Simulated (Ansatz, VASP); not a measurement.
# Two plane-wave programs on Ti2C5

```xyz
7
Lattice="0.0000 3.3879 3.3879 3.3879 0.0000 3.3879 3.3879 3.3879 0.0000" Properties=species:S:1:pos:R:3 pbc="T T T"
Ti    5.0819    5.0819    5.0819
Ti    0.0000    0.0000    0.0000
C     3.3879    3.3879    3.3879
C     1.1549    1.1549    1.1549
C     2.2330    2.2330    1.1549
C     2.2330    1.1549    2.2330
C     1.1549    2.2330    2.2330
```

Alike in both runs: functional PBE; k mesh 4 × 4 × 4; occupations gaussian, width 0.2 eV; no spin polarisation.

Ansatz relaxed the structure, and its values are those at the end. VASP's run is a single point on that final structure, the one shown.

```csv
,VASP,Ansatz
version,VASP 6.6.1,Ansatz 0.2.0
potentials or method,"VASP PAW PBE potentials, release 64 (Ti_sv, C), cutoff 600 eV","scalar-relativistic, plane waves, PAW"
valence electrons in the cell,44,44
```

|  | VASP | Ansatz | Ansatz less VASP |
| --- | --- | --- | --- |
| gap on the k mesh at the Fermi level (eV) | none | none | - |
| pressure (GPa) | -0.5 | -0.5 | -0.03 |
| rms of the force components (eV/Å) | 0.052 | 0.008 | -0.0432 |

A gap of «none» marks a metal or a gap that the smearing closes.

The k mesh is coarse, so the values compare programs but aren't converged.
